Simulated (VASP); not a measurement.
Crystal: V.

```
V
1.0
    -1.54405    1.54405    1.54405
     1.54405   -1.54405    1.54405
     1.54405    1.54405   -1.54405
V
1
Direct
  0.00000 0.00000 0.00000
```

This cell differs from its parent crystal: volume scaled by 1.06.

Base run:

| Property | Result |
| --- | --- |
| Program | VASP 6.6.1 |
| Functional | PBEsol |
| Potentials or basis | VASP PAW PBE potentials, release 64 (V_sv) |
| Cutoff | 520 eV |
| k mesh | 12 × 12 × 12 |
| Occupations | fermi-dirac, width 0.05 eV |
| Spin | collinear spin, ferromagnetic start |
| Starting moments | [2.0] μB |

Its results: pressure -19.5 GPa; net moment 0.00 μB per cell.

Question: After a change of settings the same cell gave: pressure -15.9 GPa; net moment 0.00 μB per cell. Which change was it?
A. functional from PBEsol to r2SCAN; further incar settings from ALGO = Normal; EDIFF = 1e-06; NBANDS = 16 to ALGO = Normal; EDIFF = 1e-07; NBANDS = 16
B. functional from PBEsol to LDA; potentials or basis from VASP PAW PBE potentials, release 64 (V_sv) to VASP PAW LDA potentials, release 64 (V_sv)
C. functional from PBEsol to PBE; further incar settings from ALGO = Normal; EDIFF = 1e-06; NBANDS = 16 to ALGO = Fast; EDIFF = 1e-06; NBANDS = 16

Answer: A.

Caveats: the PAW data sets were made with another functional, which shifts forces and pressure a little.
